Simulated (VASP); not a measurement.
Here is a VASP 6.6.1 calculation.

File INCAR:

```
SYSTEM = WC
ALGO     = Normal         ! electronic algorithm
EDIFF    = 1E-8           ! SCF threshold, eV
ENCUT    = 520            ! plane-wave cutoff, eV
GGA      = PE             ! functional
ISIF     = 2              ! what is computed and relaxed
ISMEAR   = -1             ! smearing method
LASPH    = .True.         ! aspherical terms in the spheres
LCHARG   = .False.        ! write CHGCAR
LEFG     = .True.       
LREAL    = .False.        ! projectors in reciprocal space
LWAVE    = .False.        ! write WAVECAR
NBANDS   = 16             ! bands
NELM     = 80             ! most SCF steps
PREC     = Accurate       ! precision mode
SIGMA    = 0.05           ! smearing width, eV
```

KPOINTS

```
k-points
0
Gamma
  13 13 12
  0 0 0
```

File POSCAR:

```
WC
1.0
    2.9005014360     -0.0145025072     -0.0145025072
   -1.4628102576      2.5191591809     -0.0053082861
   -0.0141450000     -0.0141450000      2.8290000000
W C
1 1
Direct
    0.0000000000      0.0000000000      0.0000000000
    0.6666666667      0.3333333333      0.5000000000
```

Potentials or basis: VASP PAW PBE potentials, release 64 (W_sv, C).

Launch:

```bash
$ cat potpaw_PBE.64/W_sv/POTCAR potpaw_PBE.64/C/POTCAR > POTCAR
$ mpirun -np 1 vasp_std > vasp.out
```

Q: Estimate the band gap on the k mesh.

A: Zero (bands 9 and 10 overlap by 1.18 eV).

Q: Predict the largest force.

A: 0.069 eV/Å.

Q: What does it give for the pressure?

A: 9.7 GPa.

Forces in eV/Å, atoms in the order of the input:
```
W   -0.068  0.000 -0.007
C    0.068  0.000  0.007
```

Caveat: the cell differs from its parent crystal (equal xy, yz and zx shear strains of -1 %); the cell stands under pressure; without QUAD_EFG the Cq values of the log hold for a quadrupole moment of 1 mb, not for the nuclei; spin-orbit coupling is left out, which moves the levels of the heavy elements.
